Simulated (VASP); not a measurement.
Runs of VASP 6.6.1 on Be. The structure is that of space group Pm-3m (No. 221), or close to it. The cells are those of the table. This isn't the form of Be at room conditions, which is hcp.

```csv
task,cell,cutoff (eV),gap on the mesh (eV),pressure (GPa)
single point,"a = 1.894 Å, 1 atom",520,none,60.6
relaxation of cell and atoms,"relaxed to 40 GPa from a = 2.070 Å, 1 atom",600,none,40.2
single point,"a = 1.951 Å, 1 atom",520,none,40.5
relaxation of cell and atoms,"relaxed to 20 GPa from a = 2.070 Å, 1 atom",600,none,20.2
single point,"a = 2.030 Å, 1 atom",520,none,(a)
single point,"a = 2.164 Å, 1 atom",520,none,0.2
relaxation of cell and atoms,"relaxed to 60 GPa from a = 2.070 Å, 1 atom",600,none,60.2
relaxation of cell and atoms,"relaxed from a = 2.070 Å, 1 atom",600,none,0.2
```

Alike in all rows: level PBEsol; potentials or basis VASP PAW PBE potentials, release 64 (Be); no spin polarisation; k mesh 10 × 10 × 10; smearing methfessel-paxton 0.05 eV.

Estimate the missing entries.

(a) 20.4.

Caveats: the PAW data sets were made with another functional, which shifts forces and pressure a little; the cell stands under pressure (at least some runs); the cell is relaxed towards a set pressure, so the run minimises the enthalpy, not the energy (at least some runs).

A gap of «none» marks levels without a gap at the run's occupations.
